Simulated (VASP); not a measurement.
Wanted: the native input for a VASP 6.6.1 run.

| Quantity | Value |
| --- | --- |
| Task | relaxation of cell and atoms |
| Functional | PBE |
| Potentials or basis | VASP PAW PBE potentials, release 64 (Be, V_sv) |
| Cutoff | 600 eV |
| k mesh | 14 × 14 × 14 |
| Occupations | gaussian, width 0.1 eV |
| Spin | no spin polarisation |
| Dipole correction | no |
| Further INCAR settings | ALGO = Normal; EDIFF = 1e-06; IBRION = 2; EDIFFG = -0.01; NSW = 100; ISIF = 3 |

The structure of Be3V lies in POSCAR:

```
Be3V
1.0
    3.3634450025      0.0000000000      0.0000000000
    0.0000000000      3.3634450025      0.0000000000
    0.0000000000      0.0000000000      3.3634450025
Be V
3 1
Direct
    0.5000000000      0.0000000000      0.0000000000
    0.0000000000      0.5000000000      0.0000000000
    0.0000000000      0.0000000000      0.5000000000
    0.5000000000      0.5000000000      0.5000000000
```

The cell was generated, and may not be a known phase.

One way to write it, as run:

INCAR

```
PREC = Accurate ; ENCUT = 600
EDIFF = 1E-6 ; ISMEAR = 0
SIGMA = 0.1 ; LREAL = False
LASPH = True ; NELM = 80
ALGO = Normal ; ISIF = 3
LWAVE = False ; LCHARG = False
GGA = PE ; IBRION = 2
NSW = 100 ; EDIFFG = -0.01
```

KPOINTS

```
Automatic mesh
0
Gamma
  14 14 14
```

Potentials or basis: VASP PAW PBE potentials, release 64 (Be, V_sv).

Run with:

```console
$ cat potpaw_PBE.64/Be/POTCAR potpaw_PBE.64/V_sv/POTCAR > POTCAR
$ mpirun -np 1 vasp_std > vasp.out
```

Results of the run:

The pressure after relaxing is 0.1 GPa. The band gap on the k mesh is zero (an odd number of electrons rules out a gap without spin polarisation).

Caveat: the relaxation stopped at its first step, so nothing moved.

Run time: 39 s on 1 thread of AMD EPYC 7R13 Processor (Zen 3), with other jobs on the host, peak memory 0.18 GiB.
